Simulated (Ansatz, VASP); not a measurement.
# Two plane-wave programs on ZrB2

The input INCAR:

```
PREC = Accurate
ENCUT = 520
EDIFF = 1E-6
ISMEAR = 0
SIGMA = 0.15
LREAL = F
LASPH = T
NELM = 60
ALGO = Normal
ISIF = 2
LWAVE = F
LCHARG = F
NBANDS = 16
```

Contents of KPOINTS:

```
regular mesh
0
Gamma
  15 15 12
```

File POSCAR:

```
ZrB2
1.0
    3.1012000000      0.0000000000      0.0000000000
   -1.5506000000      2.6857179822      0.0000000000
    0.0000000000      0.0000000000      3.4889014692
Zr B
1 2
Direct
    0.0000000000      0.0000000000      0.0000000000
    0.3333333333      0.6666666667      0.5000000000
    0.6666666667      0.3333333333      0.5000000000
```

Input for Ansatz:

```yaml
crystal:
  lattice:
    - [3.1012, 0.0, 0.0]
    - [-1.5506, 2.6857179822, 0.0]
    - [0.0, 0.0, 3.4889014692]
  atoms:
    - { symbol: Zr, position: [0.0, 0.0, 0.0] }
    - { symbol: B, position: [0.3333333333, 0.6666666667, 0.5] }
    - { symbol: B, position: [0.6666666667, 0.3333333333, 0.5] }
basis:
  ecutwfc: 520.0
kpoints:
  mp_grid: { grid: [15, 15, 12] }
hamiltonian:
  xc: lda
  pseudopotentials: { kind: paw }
scf:
  occupations: { method: gaussian, width: 0.15 }
output:
  forces: true
  stress: true
  eigenvalues: true
```

Alike in both runs: task single point; functional LDA; k mesh 15 × 15 × 12; occupations gaussian, width 0.15 eV; no spin polarisation.

|  | VASP | Ansatz |
| --- | --- | --- |
| version | VASP 6.6.1 | Ansatz 0.2.0 |
| potentials or method | VASP PAW LDA potentials, release 64 (Zr_sv, B), cutoff 520 eV | scalar-relativistic, plane waves, PAW |
| valence electrons in the cell | 18 | 18 |

Ansatz gave:

```
gap on the k mesh at the Fermi level (eV)                     : none
pressure (GPa)                                                : 5.6
traceless stress, the component that is largest in VASP (GPa) : -2.72
```

Task: Estimate VASP's values.

Result: gap on the k mesh at the Fermi level (eV): none; pressure (GPa): 6.2; traceless stress, the component that is largest in VASP (GPa): -2.68.

LDA's correlation is that of Perdew and Zunger in VASP and of Perdew and Wang (1992) in Ansatz. A gap of «none» marks a metal or a gap that the smearing closes.
